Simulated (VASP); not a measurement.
# BAs: vibrations by perturbation theory with LDA

The system is BAs.

```
CELL_PARAMETERS angstrom
0.00000 2.28154 2.28154
2.28154 0.00000 2.28154
2.28154 2.28154 0.00000
ATOMIC_POSITIONS crystal
B 0.00000 0.00000 0.00000
As 0.75000 0.75000 0.75000
```

```yaml
Program: VASP 6.6.1
Task: vibrations by perturbation theory
Functional: LDA
Potentials_or_basis: VASP PAW LDA potentials, release 64 (B, As)
Cutoff: 520 eV
k_mesh: 10 × 10 × 10
Occupations: gaussian, width 0.01 eV
Spin: no spin polarisation
Dipole_correction: no
Further_INCAR_settings: ALGO = Normal; EDIFF = 1e-08; NBANDS = 11; IBRION = 8; NSW = 1
```

* Electronic dielectric tensor (diagonal): 9.39
* Born charges (mean of the diagonal): B -0.90; As +0.90 e
* Highest phonon frequency at Γ, LO-TO splitting left out: 787 cm⁻¹

Phonon frequencies in cm⁻¹ (negative: imaginary):
| q point | frequencies |
| --- | --- |
| (0.000, 0.000, 0.000) | 0 0 0 787 787 787 |

Electronic dielectric tensor:
```
9.39 0.00 0.00
0.00 9.39 0.00
0.00 0.00 9.39
```

Born effective charge tensors (e):
atom 1, B
```
-0.90  0.00  0.00
 0.00 -0.90  0.00
 0.00  0.00 -0.90
```
atom 2, As
```
0.90 0.00 0.00
0.00 0.90 0.00
0.00 0.00 0.90
```

It took 67 s on 1 thread of Intel(R) Xeon(R) 6975P-C (Granite Rapids), on a shared host, peak memory 0.23 GiB.

Caveat: the cell wasn't relaxed at this level first, which shifts response properties.
